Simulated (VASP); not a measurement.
Here is a VASP 6.6.1 calculation.

POSCAR

```
Sn
1.0
   -1.9352544667      1.9352544667      1.9352544667
    1.9352544667     -1.9352544667      1.9352544667
    1.9352544667      1.9352544667     -1.9352544667
Sn
1
Direct
    0.0000000000      0.0000000000      0.0000000000
```

The input INCAR.step1:

```
PREC     = Accurate       # precision mode
ENCUT    = 520            # plane-wave cutoff, eV
ISMEAR   = -1             # smearing method
SIGMA    = 0.1            # smearing width, eV
LREAL    = F              # projectors in reciprocal space
LASPH    = T              # aspherical terms in the spheres
NELM     = 80             # most SCF steps
NBANDS   = 13             # bands
GGA      = PE             # functional
ALGO     = Normal         # electronic algorithm
EDIFF    = 1E-4           # SCF threshold, eV
LWAVE    = T              # write WAVECAR
LCHARG   = F              # write CHGCAR
```

File INCAR.step2:

```
PREC     = Accurate       # precision mode
ENCUT    = 520            # plane-wave cutoff, eV
EDIFF    = 1E-7           # SCF threshold, eV
ISMEAR   = -1             # smearing method
SIGMA    = 0.1            # smearing width, eV
LREAL    = F              # projectors in reciprocal space
LASPH    = T              # aspherical terms in the spheres
NELM     = 80             # most SCF steps
ALGO     = Normal         # electronic algorithm
ISIF     = 2              # what is computed and relaxed
LWAVE    = F              # write WAVECAR
LCHARG   = F              # write CHGCAR
METAGGA  = R2SCAN         # meta-GGA
LMIXTAU  = T            
NBANDS   = 13             # bands
ISTART   = 1
```

The input KPOINTS:

```
regular mesh
0
Gamma
  13 13 13
```

Potentials or basis: VASP PAW PBE potentials, release 64 (Sn_d).

Launch:

```console
$ cat potpaw_PBE.64/Sn_d/POTCAR > POTCAR
$ cp INCAR.step1 INCAR
$ mpirun -np 1 vasp_std > vasp.out
$ cp INCAR.step2 INCAR
$ mpirun -np 1 vasp_std > vasp.out
```

Question: Estimate the pressure.

Answer: -3.1 GPa.

Question: Estimate the band gap on the k mesh.

Answer: Zero (band 7 reaches 15.08 eV, above the bottom of band 8 at 5.00 eV).

Caveat: the PAW data sets were made with another functional, which shifts forces and pressure a little; spin-orbit coupling is left out, which moves the levels of the heavy elements.
